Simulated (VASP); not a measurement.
# CoO: single point with PBEsol

The system is CoO.

```xyz
2
Lattice="1.5055 0.8692 2.4399 -1.5055 0.8692 2.4399 0.0000 -1.7384 2.4399" Properties=species:S:1:pos:R:3 pbc="T T T"
Co    0.0000    0.0000    0.0000
O     0.0000    0.0000    3.6599
```

```json
{
  "Program": "VASP 6.6.1",
  "Task": "single point",
  "Functional": "PBEsol",
  "Potentials or basis": "VASP PAW PBE potentials, release 64 (Co, O)",
  "Cutoff": "520 eV",
  "k mesh": "9 × 9 × 9",
  "Occupations": "gaussian, width 0.2 eV",
  "Spin": "collinear spin, ferromagnetic start",
  "Starting moments": "[2.75, 0.38] μB",
  "Dipole correction": "no",
  "Further INCAR settings": "ALGO = Normal; EDIFF = 1e-06; NBANDS = 18"
}
```

```yaml
Pressure: -9.9 GPa
Net_moment: 2.87 μB per cell
Site_moments: Co +2.52; O +0.30 μB
Valence_electrons_inside_the_program's_atomic_spheres: Co 7.82; O 4.95
```

Stress tensor (GPa, compression positive):
```
 -9.87   0.00   0.00
  0.00  -9.87   0.00
  0.00   0.00 -10.00
```

Levels at points of the mesh, in eV from the Fermi level:
Spin up:
```tsv
k point	band 5	band 6	band 7	band 8	band 9	band 10	band 11	band 12	band 13	band 14
(0.00, 0.00, 0.00)	-3.26	-3.23	-3.13	-3.13	-3.09	0.89	16.60	17.92	17.92	18.13
```
Spin down:
```
           k point  band 3  band 4  band 5  band 6  band 7  band 8  band 9  band 10
(0.00, 0.00, 0.00)   -2.70   -2.65   -1.13   -1.13   -1.10   -0.14   -0.14     1.44
```

It took 36 s on 1 thread of Intel(R) Xeon(R) Platinum 8488C (Sapphire Rapids), on a shared host, peak memory 0.17 GiB.

Caveat: the PAW data sets were made with another functional, which shifts forces and pressure a little; a cell with one magnetic atom can't hold antiferromagnetic order, which such compounds often take; semilocal functionals often make such compounds metallic where correlation or magnetic order opens a gap, which also shifts bond lengths. With open d or f shells a metallic result of PBEsol can be an artefact of self-interaction; +U or a hybrid may open a gap.
